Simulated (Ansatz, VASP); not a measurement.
Two plane-wave programs on Co

INCAR

```
SYSTEM = Co
ALGO     = Normal         ! electronic algorithm
EDIFF    = 1E-6           ! SCF threshold, eV
ENCUT    = 520            ! plane-wave cutoff, eV
GGA      = PE             ! functional
ISIF     = 2              ! what is computed and relaxed
ISMEAR   = -1             ! smearing method
ISPIN    = 2              ! spin polarisation
LASPH    = .TRUE.         ! aspherical terms in the spheres
LCHARG   = .FALSE.        ! write CHGCAR
LMAXMIX  = 4              ! l up to which the mixer works
LORBIT   = 11             ! projections on sites
LREAL    = .FALSE.        ! projectors in reciprocal space
LWAVE    = .FALSE.        ! write WAVECAR
MAGMOM   = 0.3 0.3        ! initial moments
NBANDS   = 20             ! bands
NELM     = 150            ! most SCF steps
PREC     = Accurate       ! precision mode
SIGMA    = 0.1            ! smearing width, eV
```

Contents of KPOINTS:

```
k-points
0
G
  13 13 7
  0 0 0
```

The input POSCAR:

```
Co
1.0
    2.5270016500      0.0000000000      0.0000000000
   -1.2635008200      2.1884476200      0.0000000000
    0.0000000000      0.0000000000      4.1190000000
Co
2
Direct
    0.3333333300      0.6666666700      0.2500000000
    0.6666666700      0.3333333300      0.7500000000
```

Input for Ansatz:

```yaml
crystal:
  lattice:
    - [2.52700165, 0.0, 0.0]
    - [-1.26350082, 2.18844762, 0.0]
    - [0.0, 0.0, 4.119]
  atoms:
    - { symbol: Co, position: [0.33333333, 0.66666667, 0.25], spin: 0.3 }
    - { symbol: Co, position: [0.66666667, 0.33333333, 0.75], spin: 0.3 }
magnetization:
  spin_polarized: true
hamiltonian:
  xc: pbe
  pseudopotentials: { kind: paw }
basis:
  ecutwfc: 420
kpoints:
  mp_grid: { grid: [13, 13, 7] }
scf:
  occupations: { method: fermi_dirac, width: 0.1 }
  lower_state_search: "off"
output:
  forces: true
  stress: true
```

Change from the starting cell: parallel moments scaled by 0.1, plain SCF.

Alike in both runs: task single point; functional PBE; k mesh 13 × 13 × 7; occupations fermi-dirac, width 0.1 eV; collinear spin.

|  | VASP | Ansatz |
| --- | --- | --- |
| version | VASP 6.6.1 | Ansatz 0.2.0 |
| potentials or method | VASP PAW PBE potentials, release 64 (Co), cutoff 520 eV | PAW, plane waves, scalar-relativistic |
| valence electrons in the cell | 18 | 34 |

```tsv
	VASP	Ansatz	Ansatz less VASP
pressure (GPa)	-19.2	-9.0	+10.11
traceless stress, the component that is largest in VASP (GPa)	-1.91	-0.72	+1.198
net moment per atom (μB)	0.00	1.64	+1.637
size of the moment on the site where the two differ most (μB)	0.00	1.72	+1.718
```

The net moments are unlike, so the other rows may belong to different states. Site moments also hang on the region over which each program counts them. VASP's potentials hold 18 valence electrons a cell and Ansatz's 34, so a difference there can come from the potentials and not from the codes.
